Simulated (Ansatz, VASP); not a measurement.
# Cd in VASP and in Ansatz

Contents of POSCAR:

```
Cd
1.0
    1.6080291515      0.9283960635      2.4492874100
   -1.6080291515      0.9283960635      2.4492874100
    0.0000000000     -1.8567921270      2.4492874100
Cd
1
Direct
    0.0000000000      0.0000000000      0.0000000000
```

INCAR.step1

```
SYSTEM = Cd
ALGO = Normal
EDIFF = 1E-5
ENCUT = 550
GGA = PE
GGA_COMPAT = .FALSE.
ISMEAR = 0
LASPH = .TRUE.
LCHARG = .FALSE.
LREAL = .FALSE.
LWAVE = .TRUE.
NBANDS = 12
NELM = 120
PREC = Accurate
SIGMA = 0.1
```

The input INCAR.step2:

```
SYSTEM = Cd
ALGO = Normal
EDIFF = 1E-6
ENCUT = 550
GGA_COMPAT = .FALSE.
ISIF = 2
ISMEAR = 0
ISTART = 1
LASPH = .TRUE.
LCHARG = .FALSE.
LMIXTAU = .TRUE.
LREAL = .FALSE.
LWAVE = .FALSE.
METAGGA = R2SCAN
NBANDS = 12
NELM = 120
PREC = Accurate
SIGMA = 0.1
```

File KPOINTS:

```
k-points
0
G
  9 9 9
  0 0 0
```

Input for Ansatz:

```yaml
crystal:
  lattice:
    - [1.6080291515, 0.9283960635, 2.44928741]
    - [-1.6080291515, 0.9283960635, 2.44928741]
    - [0.0, -1.856792127, 2.44928741]
  atoms:
    - { symbol: Cd, position: [0.0, 0.0, 0.0] }
basis:
  ecutwfc: 500
kpoints:
  mp_grid: { grid: [9, 9, 9] }
hamiltonian:
  xc: r2scan
scf:
  occupations: { method: gaussian, width: 0.1 }
  lower_state_search: "off"
output:
  forces: true
  stress: true
  eigenvalues: true
```

Alike in both runs: task single point; functional r2SCAN; k mesh 9 × 9 × 9; occupations gaussian, width 0.1 eV; no spin polarisation.

|  | VASP | Ansatz |
| --- | --- | --- |
| version | VASP 6.6.1 | Ansatz 0.2.0 |
| potentials or method | VASP PAW PBE potentials, release 64 (Cd), cutoff 550 eV | scalar-relativistic, plane waves, PAW |
| valence electrons in the cell | 12 | 20 |

Ansatz gave:

- gap on the k mesh at the Fermi level (eV): none
- pressure (GPa): 0.0
- traceless stress, the component that is largest in VASP (GPa): -0.46

Question: Which values does VASP return?

Answer: gap on the k mesh at the Fermi level (eV): none; pressure (GPa): 0.3; traceless stress, the component that is largest in VASP (GPa): -0.40.

VASP's potentials were made for PBE, not for r2SCAN. A gap of «none» marks a metal or a gap that the smearing closes. VASP's potentials hold 12 valence electrons a cell and Ansatz's 20, so a difference there can come from the potentials and not from the codes.
